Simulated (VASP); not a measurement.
**Ni: relaxation of cell and atoms with PBE**

Crystal: Ni.

```xyz
1
Lattice="0.0000 1.7600 1.7600 1.7600 0.0000 1.7600 1.7600 1.7600 0.0000" Properties=species:S:1:pos:R:3 pbc="T T T"
Ni    0.0000    0.0000    0.0000
```

```yaml
Program: VASP 6.6.1
Task: relaxation of cell and atoms
Functional: PBE
Potentials_or_basis: VASP PAW PBE potentials, release 64 (Ni)
Cutoff: 600 eV
k_mesh: 20 × 20 × 20
Occupations: gaussian, width 0.1 eV
Spin: collinear spin, ferromagnetic start
Starting_moments: "[0.84] μB"
Dipole_correction: no
Further_INCAR_settings: ALGO = Normal; EDIFF = 1e-06; IBRION = 2; EDIFFG = -0.005; NSW = 100; ISIF = 3
```

```json
{
  "Relaxed volume": "10.88 Å³/atom",
  "Relaxed cell": "a = 2.487 Å, b = 2.487 Å, c = 2.487 Å, α = 60.00°, β = 60.00°, γ = 60.00°",
  "Space group after relaxing (to 0.05 Å)": "Fm-3m (No. 225)",
  "Energy gained by relaxing": "0.0 meV/atom",
  "Ionic steps": "3",
  "Pressure after relaxing": "0.0 GPa",
  "Net moment": "0.63 μB per cell",
  "Site moments": "Ni +0.64 μB",
  "Valence electrons inside the program's atomic spheres": "Ni 9.31"
}
```

Final structure:
```cif
data_structure
_symmetry_space_group_name_H-M 'P 1'
_symmetry_Int_Tables_number 1
_cell_length_a 2.4873
_cell_length_b 2.4873
_cell_length_c 2.4873
_cell_angle_alpha 60.000
_cell_angle_beta 60.000
_cell_angle_gamma 60.000
_cell_volume 10.88
loop_
_atom_site_label
_atom_site_type_symbol
_atom_site_fract_x
_atom_site_fract_y
_atom_site_fract_z
_atom_site_occupancy
Ni1 Ni 0.00000 0.00000 0.00000 1
```

Levels at points of the mesh, in eV from the Fermi level:
Spin up:
| k point | band 3 | band 4 | band 5 | band 6 | band 7 | band 8 |
| --- | --- | --- | --- | --- | --- | --- |
| (0.00, 0.00, 0.00) | -2.44 | -2.44 | -1.26 | -1.26 | 23.72 | 27.58 |
| (0.50, 0.00, 0.00) | -2.42 | -0.61 | -0.61 | -0.29 | 5.66 | 22.21 |
| (0.50, 0.50, 0.00) | -0.55 | -0.48 | -0.48 | 2.45 | 9.22 | 14.82 |
Spin down:
| k point | band 2 | band 3 | band 4 | band 5 | band 6 | band 7 | band 8 | band 9 |
| --- | --- | --- | --- | --- | --- | --- | --- | --- |
| (0.00, 0.00, 0.00) | -1.68 | -1.68 | -1.68 | -0.67 | -0.67 | 23.56 | 27.56 | 27.56 |
| (0.50, 0.00, 0.00) | -1.80 | -1.80 | -0.36 | 0.15 | 0.15 | 6.08 | 22.07 | 24.76 |
| (0.50, 0.50, 0.00) | -3.58 | 0.06 | 0.39 | 0.39 | 2.40 | 9.46 | 14.83 | 14.83 |

Wall time 44 s on 1 thread of Intel(R) Xeon(R) Platinum 8481C CPU @ 2.70GHz (Sapphire Rapids), with other jobs on the host, peak memory 0.18 GiB.
